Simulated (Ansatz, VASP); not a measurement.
**Pb: VASP beside Ansatz**

```
CELL_PARAMETERS angstrom
0.00000 3.54608 3.54608
3.54608 0.00000 3.54608
3.54608 3.54608 0.00000
ATOMIC_POSITIONS crystal
Pb 0.12500 0.12500 0.12500
Pb 0.87500 0.87500 0.87500
```

Alike in both runs: task single point; functional PBEsol; k mesh 9 × 9 × 9; occupations fermi-dirac, width 0.1 eV; no spin polarisation.

|  | VASP | Ansatz |
| --- | --- | --- |
| version | VASP 6.6.1 | Ansatz 0.2.0 |
| potentials or method | VASP PAW PBE potentials, release 64 (Pb_d), cutoff 520 eV | plane waves (420 eV) with PAW, scalar-relativistic |
| valence electrons in the cell | 28 | 28 |

```tsv
	VASP	Ansatz	Ansatz less VASP
pressure (GPa)	-2.0	-2.0	+0.05
```

VASP's potentials were made for PBE, not for PBEsol, and Ansatz warns of the same on its side.

Spin-orbit coupling is off throughout.
